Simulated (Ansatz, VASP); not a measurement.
**Lu2AlN3 in VASP and in Ansatz**

```
Lu Al N
1.0
     3.02305   -4.37396    0.00000
     3.02305    4.37396    0.00000
     0.00000    0.00000    3.42893
Lu Al N
2 1 3
Direct
  0.50000 0.00000 0.50000
  0.00000 0.50000 0.50000
  0.00000 0.00000 0.00000
  0.79881 0.20119 0.00000
  0.20119 0.79881 0.00000
  0.50000 0.50000 0.50000
```

Change from the starting cell: species swapped into the LaAl2Cu3 type (Cmmm, No. 65).

Alike in both runs: functional PBE; k mesh 4 × 4 × 4; occupations gaussian, width 0.1 eV; no spin polarisation.

Ansatz relaxed the structure, and its values are those at the end. VASP's run is a single point on that final structure, the one shown.

|  | VASP | Ansatz |
| --- | --- | --- |
| version | VASP 6.6.1 | Ansatz 0.2.0 |
| potentials or method | VASP PAW PBE potentials, release 64 (Lu, Al, N), cutoff 520 eV | scalar-relativistic, plane waves, PAW |
| valence electrons in the cell | 68 | 68 |

```csv
,VASP,Ansatz,Ansatz less VASP
gap on the k mesh at the Fermi level (eV),none,none,-
pressure (GPa),0.5,0.0,-0.48
rms of the force components (eV/Å),0.000,0.005,+0.0044
```

A gap of «none» marks a metal or a gap that the smearing closes. With one functional, cell and mesh, what is left measures potentials, basis and numerics.

The k mesh is coarse, so the values compare programs but aren't converged. Spin-orbit coupling is off throughout.
